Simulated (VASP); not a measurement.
Write the native input for VASP 6.6.1 that does the following.

```
Task                   : relaxation of cell and atoms
Functional             : PBE
Potentials or basis    : VASP PAW PBE potentials, release 64 (Ga_d, B, Sb)
Cutoff                 : 600 eV
k mesh                 : 6 × 6 × 14
Occupations            : gaussian, width 0.1 eV
Spin                   : no spin polarisation
Dipole correction      : no
Further INCAR settings : ALGO = Normal; EDIFF = 1e-06; IBRION = 2; EDIFFG = -0.01; NSW = 100; ISIF = 3
```

The structure of Ga2BSb3 lies in POSCAR:

```
Ga2BSb3
1.0
    9.4371258902      0.0000000000      0.0000000000
   -4.7185629451      8.1727907596      0.0000000000
    0.0000000000      0.0000000000      2.8703327842
Ga B Sb
2 1 3
Direct
    0.3333333333      0.6666666667      0.5000000000
    0.6666666667      0.3333333333      0.5000000000
    0.0000000000      0.0000000000      0.5000000000
    0.5000000000      0.0000000000      0.5000000000
    0.0000000000      0.5000000000      0.5000000000
    0.5000000000      0.5000000000      0.5000000000
```

The cell was generated, and may not be a known phase.

One way to write it, as run:

INCAR

```
SYSTEM = Ga2BSb3
PREC     = Accurate       ! precision mode
ENCUT    = 600            ! plane-wave cutoff, eV
EDIFF    = 1E-6           ! SCF threshold, eV
ISMEAR   = 0              ! smearing method
SIGMA    = 0.1            ! smearing width, eV
LREAL    = .False.        ! projectors in reciprocal space
LASPH    = .True.         ! aspherical terms in the spheres
NELM     = 100            ! most SCF steps
ALGO     = Normal         ! electronic algorithm
ISIF     = 3              ! what is computed and relaxed
LWAVE    = .False.        ! write WAVECAR
LCHARG   = .False.        ! write CHGCAR
GGA      = PE             ! functional
IBRION   = 2              ! ionic algorithm
NSW      = 100            ! ionic steps
EDIFFG   = -0.01          ! ionic threshold
```

KPOINTS

```
regular mesh
0
Gamma
  6 6 14
  0 0 0
```

Potentials or basis: VASP PAW PBE potentials, release 64 (Ga_d, B, Sb).

Launch:

```console
$ cat potpaw_PBE.64/Ga_d/POTCAR potpaw_PBE.64/B/POTCAR potpaw_PBE.64/Sb/POTCAR > POTCAR
$ mpirun -np 1 vasp_std > vasp.out
```

Results of the run:

The relaxed volume is 37.46 Å³/atom and the relaxed cell is a = 9.483 Å, b = 9.483 Å, c = 2.886 Å, α = 90.00°, β = 90.00°, γ = 120.00°. The space group after relaxing (to 0.1 Å) is P6/mmm (No. 191), the energy gained by relaxing is 0.7 meV/atom and the ionic steps are 5. The pressure after relaxing is 0.0 GPa and the band gap on the k mesh is zero (bands 22 and 23 overlap by 1.52 eV).

Caveat: spin-orbit coupling is left out, which moves the levels of the heavy elements.

Wall time 10 min on 1 thread of AMD EPYC 9R45 96-Core Processor (Zen 5), on a shared host, peak memory 0.67 GiB.
